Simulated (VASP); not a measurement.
Set up this calculation in VASP 6.6.1, as the native input.

```
Task                   : single point
Functional             : PBEsol
Potentials or basis    : VASP PAW PBE potentials, release 64 (C)
Cutoff                 : 520 eV
k mesh                 : 2 × 2 × 1
Occupations            : fermi-dirac, width 0.05 eV
Spin                   : collinear spin
Starting moments       : [0.0, 0.0, 0.0, 0.0, 0.0, 0.0, 0.0, 0.0, 0.0, 0.0, 0.0, 0.0, 0.0, 0.0, 0.0, 0.0, 0.0, 0.0, 1.0] μB
Dipole correction      : no
Further INCAR settings : LREAL = Auto; ALGO = Normal; EDIFF = 1e-06; NBANDS = 57
```

The structure of C lies in POSCAR:

```
C
1.0
    7.3980000000      0.0000000000      0.0000000000
   -3.6990000000      6.4068560000      0.0000000000
    0.0000000000      0.0000000000     11.0000000000
C
19
Direct
    0.0037575287     -0.0002209606      0.0829554198
    0.2229060585      0.1125478032      0.0912193948
    0.0041316215      0.3329529820      0.0841267740
    0.2241121312      0.4429730935      0.0850693839
    0.0036606233      0.6657969322      0.0823911921
    0.2227327680      0.7720580175      0.0906299150
    0.3281189374     -0.0052523546      0.1178458754
    0.5679688558      0.1150430476      0.1178565997
    0.3357332859      0.3320741184      0.0891963706
    0.5603257830      0.4444658565      0.0890726858
    0.3356020192      0.6654036826      0.0889628645
    0.5602752145      0.7777719684      0.0894502032
    0.6732177317     -0.0026809928      0.0914109312
    0.8922944869      0.1100376765      0.0830783708
    0.6731846425      0.3378106260      0.0909079638
    0.8922965046      0.4440810512      0.0824989028
    0.6718924308      0.6669313724      0.0852936766
    0.8917988945      0.7768985781      0.0841302710
    0.4477558820      0.0539817019      0.2366306048
```

These files were run (other wordings do the same):

INCAR

```
  ALGO = Normal
  EDIFF = 1E-6
  ENCUT = 520
  GGA = PS
  ISIF = 2
  ISMEAR = -1
  ISPIN = 2
  LASPH = T
  LCHARG = F
  LORBIT = 11
  LREAL = Auto
  LWAVE = F
  MAGMOM = 0 0 0 0 0 0 0 0 0 0 0 0 0 0 0 0 0 0 1
  NBANDS = 57
  NELM = 150
  PREC = Accurate
  SIGMA = 0.05
```

KPOINTS

```
k-points
0
Gamma
  2 2 1
```

Potentials or basis: VASP PAW PBE potentials, release 64 (C).

Run with:

```sh
$ cat potpaw_PBE.64/C/POTCAR > POTCAR
$ mpirun -np 1 vasp_std > vasp.out
```

Results of the run:

```json
{
 "Largest force": "0.142 eV/Å",
 "Net moment": "0.51 μB per cell",
 "Site moments": "C +0.01, +0.00, -0.00, -0.01, +0.17 (each value once) μB",
 "Valence electrons inside the program's atomic spheres": "C 2.65, 2.64, 2.28 (each value once)"
}
```

Caveat: the k points lie up to 0.49 Å⁻¹ apart; there is no dipole correction, which matters where the two faces differ; the PAW data sets were made with another functional, which shifts forces and pressure a little.

It took 14 min on 1 thread of Intel(R) Xeon(R) 6975P-C (Granite Rapids), on a shared host, peak memory 0.79 GiB.
